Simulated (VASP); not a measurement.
Write the native input for VASP 6.6.1 that does the following.

* Task: single point
* Functional: PBEsol
* Potentials or basis: VASP PAW PBE potentials, release 64 (Ga_d, N)
* Cutoff: 520 eV
* k mesh: 8 × 8 × 6
* Occupations: gaussian, width 0.05 eV
* Spin: no spin polarisation
* Dipole correction: no
* Further INCAR settings: ALGO = Normal; EDIFF = 1e-07; NBANDS = 26

The structure of GaN lies in POSCAR:

```
GaN
1.0
    0.0000000000     -2.2490913701     -2.1890406305
    0.0000000000      2.2490913701     -2.1890406305
    4.3780812609      0.0000000000      0.0000000000
Ga N
2 2
Direct
    0.4976558961      0.4976558961      0.5000000000
    0.0023441039      0.0023441039      0.0000000000
    0.0193411440      0.4806588560      0.2500000000
    0.4806588560      0.0193411440      0.7500000000
```

The input as run:

INCAR

```
SYSTEM = GaN
PREC = Accurate
ENCUT = 520
EDIFF = 1E-7
ISMEAR = 0
SIGMA = 0.05
LREAL = .FALSE.
LASPH = .TRUE.
NELM = 100
ALGO = Normal
ISIF = 2
LWAVE = .FALSE.
LCHARG = .FALSE.
GGA = PS
NBANDS = 26
```

KPOINTS

```
Automatic mesh
0
G
  8 8 6
  0 0 0
```

Potentials or basis: VASP PAW PBE potentials, release 64 (Ga_d, N).

The run is started by

```console
$ cat potpaw_PBE.64/Ga_d/POTCAR potpaw_PBE.64/N/POTCAR > POTCAR
$ mpirun -np 1 vasp_std > vasp.out
```

It gave:

- Pressure: 12.7 GPa
- Largest force: 1.874 eV/Å
- Band gap on the k mesh: 1.97 eV

Caveat: the PAW data sets were made with another functional, which shifts forces and pressure a little.

Run time: 42 s on 1 thread of AMD EPYC 9R45 96-Core Processor (Zen 5) (shared host), peak memory 0.18 GiB.
